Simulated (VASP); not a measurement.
# ZrC (Fm-3m) in VASP: a series of runs

The runs below take ZrC through single point, with r2SCAN.

Program: VASP 6.6.1. These are calculated values, not measurements. Logs are shortened: lines on timing, memory, paths and dates and some standing lists are left out, and cuts for length are marked.

## 1. The cell of the first run

Symmetry: Fm-3m, No. 225, cubic system. The conventional cell has a = 4.712 Å, b = 4.712 Å, c = 4.712 Å, α = 90.00°, β = 90.00°, γ = 90.00°. Zr (site symmetry m-3m) has 6 C at 2.36 Å within 3.1 Å. Within 3.1 Å of C (site symmetry m-3m) lie 6 Zr at 2.36 Å.

## 2. Single point, r2SCAN

POSCAR reads:

```
ZrC
1.0
    0.0000000000      2.3558751196      2.3558751196
    2.3558751196      0.0000000000      2.3558751196
    2.3558751196      2.3558751196      0.0000000000
Zr C
1 1
Direct
    0.5000000000      0.5000000000      0.5000000000
    0.0000000000      0.0000000000      0.0000000000
```

INCAR.step1 reads:

```
SYSTEM = ZrC
ALGO = Normal
EDIFF = 1E-5
ENCUT = 660
GGA = PE
GGA_COMPAT = .FALSE.
ISMEAR = 1
LASPH = .TRUE.
LCHARG = .FALSE.
LREAL = .FALSE.
LWAVE = .TRUE.
NBANDS = 15
NELM = 120
PREC = Accurate
SIGMA = 0.05
```

INCAR.step2 reads:

```
SYSTEM = ZrC
ALGO = Normal
EDIFF = 1E-6
ENCUT = 660
GGA_COMPAT = .FALSE.
ISIF = 2
ISMEAR = 1
ISTART = 1
LASPH = .TRUE.
LCHARG = .FALSE.
LMIXTAU = .TRUE.
LREAL = .FALSE.
LWAVE = .FALSE.
METAGGA = R2SCAN
NBANDS = 15
NELM = 120
PREC = Accurate
SIGMA = 0.05
```

KPOINTS reads:

```
k-points
0
G
  12 12 12
  0 0 0
```

Potentials or basis: VASP PAW PBE potentials, release 64 (Zr_sv, C).

Launch:

```bash
cat potpaw_PBE.64/Zr_sv/POTCAR potpaw_PBE.64/C/POTCAR > POTCAR
cp INCAR.step1 INCAR
mpirun -np 1 vasp_std > vasp.out
cp INCAR.step2 INCAR
mpirun -np 1 vasp_std > vasp.out
```

OUTCAR:

```text
SYSTEM = ZrC
   EDIFF = 1E-6
   ENCUT = 660
   ISIF = 2
   ISMEAR = 1
   ISTART = 1
   LASPH = .TRUE.
   LREAL = .FALSE.
   METAGGA = R2SCAN
   NELM = 120
   PREC = Accurate

 ion  position               nearest neighbor table
   1  0.500  0.500  0.500-   2 2.36   2 2.36   2 2.36   2 2.36   2 2.36   2 2.36
   2  0.000  0.000  0.000-   1 2.36   1 2.36   1 2.36   1 2.36   1 2.36   1 2.36

  LATTYP: Found a face centered cubic cell.
 ALAT       =     4.7117502392

  Lattice vectors:

 A1 = (   0.0000000000,   2.3558751196,   2.3558751196)
 A2 = (   2.3558751196,   0.0000000000,   2.3558751196)
 A3 = (   2.3558751196,   2.3558751196,   0.0000000000)

Analysis of symmetry for initial positions (statically):
=====================================================================
 Subroutine PRICEL returns:
 Original cell was already a primitive cell.

 Routine SETGRP: Setting up the symmetry group for a
 face centered cubic supercell.

 Subroutine GETGRP returns: Found 48 space group operations
 (whereof 48 operations were pure point group operations)
 out of a pool of 48 trial point group operations.

The static configuration has the point symmetry O_h .

Analysis of symmetry for dynamics (positions and initial velocities):
=====================================================================
 Subroutine PRICEL returns:
 Original cell was already a primitive cell.

 Routine SETGRP: Setting up the symmetry group for a
 face centered cubic supercell.

 Subroutine GETGRP returns: Found 48 space group operations
 (whereof 48 operations were pure point group operations)
 out of a pool of 48 trial point group operations.

The dynamic configuration has the point symmetry O_h .

 Subroutine INISYM returns: Found 48 space group operations
 (whereof 48 operations are pure point group operations),
 and found     1 'primitive' translations

----------------------------------------------------------------------------------------

                                     Primitive cell

  volume of cell :      26.1509

  direct lattice vectors                    reciprocal lattice vectors
     0.000000000  2.355875120  2.355875120    -0.212235358  0.212235358  0.212235358
     2.355875120  0.000000000  2.355875120     0.212235358 -0.212235358  0.212235358
     2.355875120  2.355875120  0.000000000     0.212235358  0.212235358 -0.212235358

  length of vectors
     3.331710545  3.331710545  3.331710545     0.367602424  0.367602424  0.367602424

  position of ions in fractional coordinates (direct lattice)
     0.500000000  0.500000000  0.500000000
     0.000000000  0.000000000  0.000000000

  ion indices of the primitive-cell ions
   primitive index   ion index
                 1           1
                 2           2

----------------------------------------------------------------------------------------

 KPOINTS: k-points

Automatic generation of k-mesh.
 Grid dimensions read from file:
 generate k-points for:   12   12   12

 Generating k-lattice:

  Cartesian coordinates                     Fractional coordinates (reciprocal lattice)
    -0.017686280  0.017686280  0.017686280     0.083333333  0.000000000  0.000000000
     0.017686280 -0.017686280  0.017686280     0.000000000  0.083333333  0.000000000
     0.017686280  0.017686280 -0.017686280     0.000000000  0.000000000  0.083333333

  Length of vectors
     0.030633535  0.030633535  0.030633535

  Shift w.r.t. Gamma in fractional coordinates (k-lattice)
     0.000000000  0.000000000  0.000000000

 Subroutine IBZKPT returns following result:
 ===========================================

 Found     72 irreducible k-points:

 Following reciprocal coordinates:
            Coordinates               Weight
  0.000000  0.000000  0.000000      1.000000
  0.083333  0.000000  0.000000      8.000000
  0.166667  0.000000  0.000000      8.000000
  0.250000  0.000000  0.000000      8.000000
  0.333333  0.000000  0.000000      8.000000
  0.416667  0.000000  0.000000      8.000000
[... 16 lines left out ...]
  0.500000  0.166667  0.000000     24.000000
 -0.416667  0.166667  0.000000     24.000000
 [... further k-points ...]
   k-points           NKPTS =     72   k-points in BZ     NKDIM =     72   number of bands    NBANDS=     15
   number of dos      NEDOS =    301   number of ions     NIONS =      2
   total plane-waves  NPLWV =  21952
   dimension x,y,z NGX =    28 NGY =   28 NGZ =   28
   dimension x,y,z NGXF=    56 NGYF=   56 NGZF=   56
   ions per type =               1   1
   NGX,Y,Z   is equivalent  to a cutoff of  13.97, 13.97, 13.97 a.u.
   NGXF,Y,Z  is equivalent  to a cutoff of  27.94, 27.94, 27.94 a.u.
 SYSTEM =  ZrC
   PREC   = accura    normal or accurate (medium, high low for compatibility)
   ISTART =      1    job   : 0-new  1-cont  2-samecut
   ICHARG =      0    charge: 1-file 2-atom 10-const
   ISPIN  =      1    spin polarized calculation?
   LNONCOLLINEAR =      F non collinear calculations
   LSORBIT =      F    spin-orbit coupling
   LASPH  =      T    aspherical Exc in radial PAW
   ENCUT  =  660.0 eV  48.51 Ry    6.96 a.u.   6.98  6.98  6.98*2*pi/ulx,y,z
   NELM   =    120;   NELMIN=  2; NELMDL=  0     # of ELM steps
   EDIFF  = 0.1E-05   stopping-criterion for ELM
   LREAL  =      F    real-space projection
   EDIFFG = 0.1E-04   stopping-criterion for IOM
   NSW    =      0    number of steps for IOM
   IBRION =     -1    ionic relax: 0-MD 1-quasi-New 2-CG
   NFREE  =      0    steps in history (QN), initial steepest desc. (CG)
   ISIF   =      2    stress and relaxation
   ISYM   =      2    0-nonsym 1-usesym 2-fastsym
   POTIM  = 0.5000    time-step for ionic-motion
   TEBEG  =    0.0;   TEEND  =   0.0 temperature during run
   PSTRESS=    0.0 pullay stress
   NELECT =      16.0000    total number of electrons
   NUPDOWN=      -1.0000    fix difference up-down
   EMIN   =  10.00;   EMAX   =-10.00  energy-range for DOS
   EFERMI =   0.00;   METHOD = LEGACY
   ISMEAR =     1;   SIGMA  =   0.05  broadening in eV -4-tet -1-fermi 0-gaus
   EFERMI_NEDOS =   21; number of points for ismear=-14 and -15
   IALGO  =     38    algorithm
   IMIX   =      4    mixing-type and parameters
     AMIX     =   0.40;   BMIX     =  1.00
     AMIX_MAG =   1.60;   BMIX_MAG =  1.00
  volume/ion in A,a.u.               =      13.08        88.24
  Fermi-wavevector in a.u.,A,eV,Ry     =   1.389801  2.626343 26.280283  1.931546
  Thomas-Fermi vector in A             =   2.513797
   LORBIT       =      0    0 simple, 1 ext, 2 COOP (PROOUT), +10 PAW based schemes
   METAGGA = R2SCAN    functional components
   LHFCALC =     F    Hartree Fock is set to
   AEXX    =    0.0000 exact exchange contribution
   IVDW    =     0    specifies the selected vdW correction
   LEPSILON=     F    determine dielectric tensor
   LRPA    =     F    only Hartree local field effects (RPA)
 non-spin polarized calculation
 Methfessel and Paxton  Order N= 1 SIGMA  =   0.05
  energy-cutoff  :      660.00
  volume of cell :       26.15
 maximum number of plane-waves:      1036
   NGX = 13   NGY = 13   NGZ = 13

 number of electron      16.0000000 magnetization

 Free energy of the ion-electron system (eV)
  ---------------------------------------------------
  ext. energy  EPLUGINS =         0.00000000
  ---------------------------------------------------
  free energy    TOTEN  =       -34.72463504 eV

  energy without entropy =      -34.72449878  energy(sigma->0) =      -34.72458962

 E-fermi :   9.6802     XC(G=0): -12.9023

 val. band max:        9.5631866750   @ k =   0.5000   0.5000   0.0000
 cond. band min:       9.6886626483   @ k =   0.0833   0.0000   0.0000
 fundamental gap:      0.1254759733
 Fermi energy:         9.6802431234

 k-point     1 :       0.0000    0.0000    0.0000
  band No.  band energies     occupation
      1     -40.2906      2.00000
      2     -17.2969      2.00000
      3     -17.2969      2.00000
      4     -17.2969      2.00000
      5      -2.4461      2.00000
      6      10.4879     -0.00000
      7      10.4879     -0.00000
      8      10.4879     -0.00000
      9      10.8756      0.00000
     10      10.8756      0.00000
     11      10.8756      0.00000
     12      12.5078      0.00000
     13      12.5078      0.00000
     14      17.4297      0.00000
     15      20.6877      0.00000

 k-point     2 :       0.0833    0.0000    0.0000
  band No.  band energies     occupation
      1     -40.2837      2.00000
      2     -17.3592      2.00000
      3     -17.3020      2.00000
      4     -17.3020      2.00000
      5      -2.2863      2.00000
      6       9.4770      2.00000
      7       9.6887      0.71942
      8       9.6887      0.71941
      9      11.1573      0.00000
     10      11.1573      0.00000
     11      11.5254      0.00000
     12      13.3639      0.00000
     13      13.3639      0.00000
     14      17.7831      0.00000
     15      21.1197      0.00000

 k-point     3 :       0.1667    0.0000    0.0000
  band No.  band energies     occupation
      1     -40.2649      2.00000
      2     -17.5258      2.00000
      3     -17.3159      2.00000
      4     -17.3159      2.00000
      5      -1.8350      2.00000
      6       8.1073      2.00000
      7       8.6158      2.00000
      8       8.6158      2.00000
      9      11.6446      0.00000
     10      11.6446      0.00000
     11      12.0609      0.00000
     12      14.9324      0.00000
     13      14.9325      0.00000
     14      18.6026      0.00000
     15      22.2044      0.00000

 k-point     4 :       0.2500    0.0000    0.0000
  band No.  band energies     occupation
      1     -40.2392      2.00000
      2     -17.7454      2.00000
      3     -17.3349      2.00000
      4     -17.3349      2.00000
      5      -1.1689      2.00000
      6       6.7329      2.00000
      7       7.7058      2.00000
      8       7.7058      2.00000
      9      12.3639      0.00000
     10      12.3639      0.00000
     11      12.5924      0.00000
     12      16.6400      0.00000
     13      16.6400      0.00000
     14      19.2566      0.00000
     15      23.3057      0.00000
[... 307 lines left out ...]
 k-point    22 :       0.4167    0.1667    0.0000
  band No.  band energies     occupation
      1     -40.1921      2.00000
      2     -17.9712      2.00000
      3     -17.4577      2.00000
      4     -17.4318      2.00000
      5      -0.3470      2.00000
      6       5.3700      2.00000
      7       7.0090      2.00000
      8       7.5274      2.00000
      9      11.5481      0.00000
     10      14.4263      0.00000
     11      14.9408      0.00000
     12      17.0408      0.00000
     13      18.0783      0.00000
     14      20.6233      0.00000
     15      24.0723      0.00000

 k-point    23 :       0.5000    0.1667    0.0000
  band No.  band energies     occupation
      1     -40.1788      2.00000
      2     -18.0616      2.00000
      3     -17.4985      2.00000
      4     -17.4250      2.00000
      5       0.0447      2.00000
      6       4.9454      2.00000
      7       6.7718      2.00000
      8       7.0412      2.00000
      9      12.5240      0.00000
     10      14.5648      0.00000
     11      15.1353      0.00000
     12      17.9769      0.00000
     13      18.4416      0.00000
     14      20.2402      0.00000
     15      23.8135      0.00000

 k-point    24 :      -0.4167    0.1667    0.0000
  band No.  band energies     occupation
      1     -40.1770      2.00000
      2     -18.0709      2.00000
      3     -17.5279      2.00000
      4     -17.4036      2.00000
      5       0.1821      2.00000
      6       4.7675      2.00000
      7       6.7734      2.00000
      8       6.8401      2.00000
      9      13.5136      0.00000
     10      14.0894      0.00000
     11      14.7182      0.00000
     12      17.9227      0.00000
     13      19.4083      0.00000
     14      19.6591      0.00000
     15      23.6115      0.00000

 [... further k-points ...]
[... 5 lines left out ...]
  --------------------------------------------------------------------------------------
  -------------------------------------------------------------------------------------
  Total        0.0166207      0.0166207      0.0166207      0.0000000      0.0000000     -0.0000000
  in kB        1.0182964      1.0182964      1.0182964      0.0000000      0.0000000     -0.0000000
  external PRESSURE =       1.0182964 kB  Pullay stress =       0.0000000 kB

 VOLUME and BASIS-vectors are now :
 -----------------------------------------------------------------------------
  energy-cutoff  :      660.00
  volume of cell :       26.15
      direct lattice vectors                 reciprocal lattice vectors
     0.000000000  2.355875120  2.355875120    -0.212235358  0.212235358  0.212235358
     2.355875120  0.000000000  2.355875120     0.212235358 -0.212235358  0.212235358
     2.355875120  2.355875120  0.000000000     0.212235358  0.212235358 -0.212235358

 POSITION                                       TOTAL-FORCE (eV/Angst)
 -----------------------------------------------------------------------------------
      2.35588      2.35588      2.35588        -0.000000     -0.000000      0.000000
      0.00000      0.00000      0.00000         0.000000      0.000000     -0.000000
 -----------------------------------------------------------------------------------
    total drift:                                0.000000      0.000000      0.000000

  FREE ENERGIE OF THE ION-ELECTRON SYSTEM (eV)
  ---------------------------------------------------
  free  energy   TOTEN  =       -34.7246350435 eV

  energy  without entropy=      -34.7244987766  energy(sigma->0) =      -34.72458962
```

It took 73 s on 1 thread of Intel Xeon 6975P-C (Granite Rapids), shared host; peak memory 0.19 GiB.

Results:

- Free energy: -34.7246 eV
- Pressure: 0.1 GPa
- Band gap on the k mesh: zero (bands 8 and 9 overlap by 1.32 eV)

Levels at points of the mesh, in eV from the Fermi level:
```csv
k point,band 4,band 5,band 6,band 7,band 8,band 9,band 10,band 11,band 12,band 13
"(0.00, 0.00, 0.00)",-26.98,-12.13,0.81,0.81,0.81,1.20,1.20,1.20,2.83,2.83
"(0.50, 0.00, 0.00)",-27.05,-9.06,-5.56,-3.20,-3.20,4.66,4.66,5.55,6.83,10.46
"(0.50, 0.50, 0.00)",-27.26,-10.99,-2.33,-1.72,-0.12,-0.12,4.47,5.81,5.81,8.11
```

Caveat: the PAW data sets were made with another functional, which shifts forces and pressure a little.

[end of part 1 of 2]
